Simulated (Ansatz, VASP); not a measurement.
## TiO2: VASP beside Ansatz

```
Ti O
1.0
     7.56840    0.00000    0.00000
     0.00000    7.56840    0.00000
     0.00000    0.00000    9.51460
Ti O
16 32
Direct
  0.99339 0.99444 0.99888
  0.74625 0.25721 0.49994
  0.49687 0.49158 0.99774
  0.25689 0.75569 0.50241
  0.24323 0.25131 0.49521
  0.99677 0.49247 0.99452
  0.76068 0.74739 0.49557
  0.49671 0.99264 0.00512
  0.99611 0.24428 0.25090
  0.75677 0.49839 0.74910
  0.50137 0.75147 0.25782
  0.24621 0.00709 0.75321
  0.26086 0.50091 0.75189
  0.00702 0.74394 0.25053
  0.74809 0.99992 0.74190
  0.50814 0.25589 0.24663
  0.99810 0.00095 0.20853
  0.75446 0.24697 0.69851
  0.49379 0.50615 0.21020
  0.24122 0.75362 0.71016
  0.24425 0.26071 0.70545
  0.01386 0.50002 0.20866
  0.75485 0.75531 0.70600
  0.50599 0.00180 0.21746
  0.99021 0.24743 0.44857
  0.75347 0.51491 0.96287
  0.49622 0.75487 0.45866
  0.25385 0.01182 0.96060
  0.23209 0.50094 0.96791
  0.99275 0.75971 0.45906
  0.74564 0.99558 0.94536
  0.50401 0.24937 0.46106
  0.97927 0.24615 0.03697
  0.75125 0.50128 0.54269
  0.48917 0.75920 0.05047
  0.25187 0.99828 0.54132
  0.25115 0.50674 0.53765
  0.99300 0.75038 0.03885
  0.76780 0.99039 0.53831
  0.49923 0.25728 0.04861
  0.00027 0.01387 0.79406
  0.74731 0.25965 0.29480
  0.49883 0.49230 0.80079
  0.25639 0.73188 0.29121
  0.24682 0.24188 0.30104
  0.99922 0.49138 0.78626
  0.75251 0.75046 0.30096
  0.49517 0.99468 0.79280
```

Change from the starting cell: all modes displaced by their root-mean-square amplitude at 0 K (nat).

Alike in both runs: task single point; functional PBE; k mesh 2 × 2 × 2; no spin polarisation.

```csv
,VASP,Ansatz
version,VASP 6.6.1,Ansatz 0.2.0
potentials or method,"VASP PAW PBE potentials, release 64 (Ti_sv, O)","scalar-relativistic, plane waves, PAW"
plane-wave cutoff (eV),520,420
occupations,"gaussian, width 0.01 eV",fixed
valence electrons in the cell,384,384
```

```tsv
	VASP	Ansatz	Ansatz less VASP
gap on the k mesh at the Fermi level (eV)	2.11	2.14	+0.022
least direct gap on the mesh (eV)	2.11	2.14	+0.022
```
